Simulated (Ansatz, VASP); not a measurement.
**CaO in VASP and in Ansatz**

INCAR

```
PREC = Accurate
ENCUT = 520
EDIFF = 1E-8
ISMEAR = -1
SIGMA = 0.03
LREAL = F
LASPH = T
NELM = 80
ALGO = Normal
ISIF = 2
LWAVE = F
LCHARG = F
GGA = PE
LEFG = T
NBANDS = 15
```

KPOINTS

```
Automatic mesh
0
Gamma
  9 9 9
```

POSCAR

```
CaO
1.0
    0.0000000000      2.4891546778      2.4891546778
    2.4891546778      0.0000000000      2.4891546778
    2.4891546778      2.4891546778      0.0000000000
Ca O
1 1
Direct
    0.0000000000      0.0000000000      0.0000000000
    0.5000000000      0.5000000000      0.5000000000
```

Input for Ansatz:

```yaml
crystal:
  lattice:
    - [0.0, 2.4891546778, 2.4891546778]
    - [2.4891546778, 0.0, 2.4891546778]
    - [2.4891546778, 2.4891546778, 0.0]
  atoms:
    - { symbol: Ca, position: [0.0, 0.0, 0.0] }
    - { symbol: O, position: [0.5, 0.5, 0.5] }
kpoints:
  mp_grid: { grid: [9, 9, 9] }
scf:
  occupations: { method: fermi_dirac, width: 0.03 }
hamiltonian:
  xc: pbe
  pseudopotentials: { kind: paw }
output:
  forces: true
  stress: true
  eigenvalues: true
  efg: { contact_densities: true }
```

Change from the starting cell: volume scaled by 1.05, PAW files.

Alike in both runs: task electric field gradients; functional PBE; k mesh 9 × 9 × 9; occupations fermi-dirac, width 0.03 eV; no spin polarisation.

|  | VASP | Ansatz |
| --- | --- | --- |
| version | VASP 6.6.1 | Ansatz 0.2.0 |
| potentials or method | VASP PAW PBE potentials, release 64 (Ca_sv, O) | PAW with Ansatz's default frozen-core files, scalar-relativistic |
| plane-wave cutoff (eV) | 520 | 420 |
| valence electrons in the cell | 16 | 16 |

|  | VASP | Ansatz | Ansatz less VASP |
| --- | --- | --- | --- |
| gap on the k mesh at the Fermi level (eV) | 3.69 | 3.71 | +0.015 |
| pressure (GPa) | -7.5 | -7.8 | -0.36 |
